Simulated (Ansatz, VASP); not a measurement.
# Two plane-wave programs on Ba

```xyz
1
Lattice="0.0000 3.0290 3.0290 3.0290 0.0000 3.0290 3.0290 3.0290 0.0000" Properties=species:S:1:pos:R:3 pbc="T T T"
Ba    0.0000    0.0000    0.0000
```

Change from the starting cell: volume scaled by 0.95, PAW files.

Alike in both runs: task single point; functional PBEsol; k mesh 12 × 12 × 12; occupations fermi-dirac, width 0.08 eV; no spin polarisation.

```csv
,VASP,Ansatz
version,VASP 6.6.1,Ansatz 0.2.0
potentials or method,"VASP PAW PBE potentials, release 64 (Ba_sv)","PAW with Ansatz's default frozen-core files, scalar-relativistic"
plane-wave cutoff (eV),520,420
valence electrons in the cell,10,10
```

|  | VASP | Ansatz | Ansatz less VASP |
| --- | --- | --- | --- |
| pressure (GPa) | 0.5 | 0.4 | -0.10 |

VASP's potentials were made for PBE, not for PBEsol.

Spin-orbit coupling is off throughout.
